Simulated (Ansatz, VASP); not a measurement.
BN: VASP beside Ansatz

```
CELL_PARAMETERS angstrom
0.00000 1.84783 1.84783
1.84783 0.00000 1.84783
1.84783 1.84783 0.00000
ATOMIC_POSITIONS crystal
B 0.00000 0.00000 0.00000
N 0.25000 0.25000 0.25000
```

Alike in both runs: task single point; functional PBE; k mesh 12 × 12 × 12; occupations gaussian, width 0.02 eV; no spin polarisation.

```csv
,VASP,Ansatz
version,VASP 6.6.1,Ansatz 0.2.0
potentials or method,"VASP PAW PBE potentials, release 64 (B, N), cutoff 600 eV","scalar-relativistic, all-electron LAPW"
```

```csv
,VASP,Ansatz,Ansatz less VASP
gap on the k mesh at the Fermi level (eV),4.39,4.39,+0.007
least direct gap on the mesh (eV),8.51,8.51,+0.006
pressure (GPa),-19.6,-19.4,+0.14
```

Ansatz ran all-electron here, and VASP with PAW potentials.
